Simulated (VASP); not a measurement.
# Fe (Fm-3m) in VASP: further runs, part 3 of 3

VASP 6.6.1.

**6. Electric field gradients, PBE, collinear spin, ferromagnetic start (volume scaled by 1.06)**

INCAR reads:

```
SYSTEM = Fe
  PREC = Accurate
  ENCUT = 520
  EDIFF = 1E-8
  ISMEAR = -1
  SIGMA = 0.03
  LREAL = .False.
  LASPH = .True.
  NELM = 150
  ALGO = Normal
  ISIF = 2
  LWAVE = .False.
  LCHARG = .False.
  ISPIN = 2
  MAGMOM = 3
  LORBIT = 11
  LMAXMIX = 4
  GGA = PE
  LEFG = .True.
  NBANDS = 14
```

KPOINTS reads:

```
regular mesh
0
Gamma
  17 17 17
  0 0 0
```

POSCAR reads:

```
Fe
1.0
    0.0000000000      1.8636234232      1.8636234232
    1.8636234232      0.0000000000      1.8636234232
    1.8636234232      1.8636234232      0.0000000000
Fe
1
Direct
    0.0000000000      0.0000000000      0.0000000000
```

Potentials or basis: VASP PAW PBE potentials, release 64 (Fe).

The run is started by

```
$ cat potpaw_PBE.64/Fe/POTCAR > POTCAR
$ mpirun -np 1 vasp_std > vasp.out
```

OUTCAR:

```text
SYSTEM = Fe
   PREC = Accurate
   ENCUT = 520
   EDIFF = 1E-8
   ISMEAR = -1
   LREAL = .False.
   LASPH = .True.
   NELM = 150
   ISIF = 2
   ISPIN = 2
   LORBIT = 11
   GGA = PE

 ion  position               nearest neighbor table
   1  0.000  0.000  0.000-

  LATTYP: Found a face centered cubic cell.
 ALAT       =     3.7272468464

  Lattice vectors:

 A1 = (   0.0000000000,   1.8636234232,   1.8636234232)
 A2 = (   1.8636234232,   0.0000000000,   1.8636234232)
 A3 = (   1.8636234232,   1.8636234232,   0.0000000000)

Analysis of symmetry for initial positions (statically):
=====================================================================
[... 1047 lines left out ...]
 ion       V_xx      V_yy      V_zz      V_xy      V_xz      V_yz
---------------------------------------------------------------------
   1       0.000    -0.000     0.000    -0.000    -0.000    -0.000
---------------------------------------------------------------------

 Electric field gradients after diagonalization (V/A^2)
 (convention: |V_zz| > |V_xx| > |V_yy|)
----------------------------------------------------------------------
 ion       V_xx      V_yy      V_zz     asymmetry (V_yy - V_xx)/ V_zz
----------------------------------------------------------------------
   1       0.000     0.000    -0.000       0.000
----------------------------------------------------------------------

           NMR quadrupolar parameters

 Cq : quadrupolar parameter    Cq=e*Q*V_zz/h
 eta: asymmetry parameters     (V_yy - V_xx)/ V_zz
 Q  : nuclear electric quadrupole moment in mb (millibarn)
----------------------------------------------------------------------
 ion       Cq(MHz)       eta       Q (mb)
----------------------------------------------------------------------
   1      -0.000       0.000       1.000
----------------------------------------------------------------------

 total charge

# of ion       s       p       d       tot
------------------------------------------
    1        0.446   0.446   6.134   7.026

 magnetization (x)

# of ion       s       p       d       tot
------------------------------------------
    1       -0.015  -0.053   2.751   2.683
```

OSZICAR:

```text
N       E                     dE             d eps       ncg     rms          rms(c)
DAV:   1     0.220236371497E+02    0.22024E+02   -0.37873E+03  9930   0.670E+02
DAV:   2    -0.798760135972E+01   -0.30011E+02   -0.27514E+02 10038   0.125E+02
DAV:   3    -0.894796061414E+01   -0.96036E+00   -0.94852E+00 11262   0.235E+01
DAV:   4    -0.895141903159E+01   -0.34584E-02   -0.34578E-02 10662   0.127E+00
DAV:   5    -0.895143832786E+01   -0.19296E-04   -0.19297E-04 11370   0.979E-02    0.101E+01
DAV:   6    -0.819863132597E+01    0.75281E+00   -0.13377E+01 11436   0.392E+01    0.807E+00
DAV:   7    -0.805684208691E+01    0.14179E+00   -0.15229E+00 11282   0.120E+01    0.376E+00
DAV:   8    -0.806235887260E+01   -0.55168E-02   -0.21754E-02 11328   0.806E-01    0.169E+00
DAV:   9    -0.805345199669E+01    0.89069E-02   -0.14636E-02 11614   0.648E-01    0.607E-01
DAV:  10    -0.805286139150E+01    0.59061E-03   -0.12693E-02 10310   0.682E-01    0.464E-01
DAV:  11    -0.805471658074E+01   -0.18552E-02   -0.14477E-03  9816   0.218E-01    0.752E-02
DAV:  12    -0.805473957853E+01   -0.22998E-04   -0.19763E-05 12102   0.280E-02    0.366E-02
DAV:  13    -0.805474928218E+01   -0.97036E-05   -0.11531E-05 11016   0.182E-02    0.455E-03
DAV:  14    -0.805474890724E+01    0.37494E-06   -0.35658E-07 11000   0.519E-03    0.120E-03
DAV:  15    -0.805474886822E+01    0.39018E-07   -0.77214E-09  8648   0.787E-04    0.434E-04
DAV:  16    -0.805474887321E+01   -0.49938E-08   -0.26592E-09  5718   0.394E-04
   1 F= -.80547489E+01 E0= -.80532253E+01  d E =-.304724E-02  mag=     2.6699
```

Run time: 26 s. Hardware: 1 thread of Intel Xeon 6975P-C (Granite Rapids), shared host; peak memory 0.16 GiB.

Results:

- Free energy: -8.0547 eV
- Pressure: -10.4 GPa
- Net moment: 2.67 μB per cell
- Site moments: Fe +2.68 μB
- Valence electrons inside the program's atomic spheres: Fe 7.03

Caveat: without QUAD_EFG the Cq values of the log hold for a quadrupole moment of 1 mb, not for the nuclei.

**7. Summary**

```csv
cell,gap on the mesh (eV),pressure (GPa),moment (μB)
"a = 2.585 Å, angles 60.0°, 1 atom",none,-2.0,2.62
"a = 2.610 Å, angles 60.0°, 1 atom",none,-6.3,2.66
"a = 2.636 Å, angles 60.0°, 1 atom",none,-10.4,2.67
```

Alike in all rows: task electric field gradients; level PBE; potentials or basis VASP PAW PBE potentials, release 64 (Fe); spin collinear, ferromagnetic start; k mesh 17 × 17 × 17; cutoff (eV) 520; smearing fermi-dirac 0.03 eV.

Absolute energies hang on the potentials; compare differences alone.
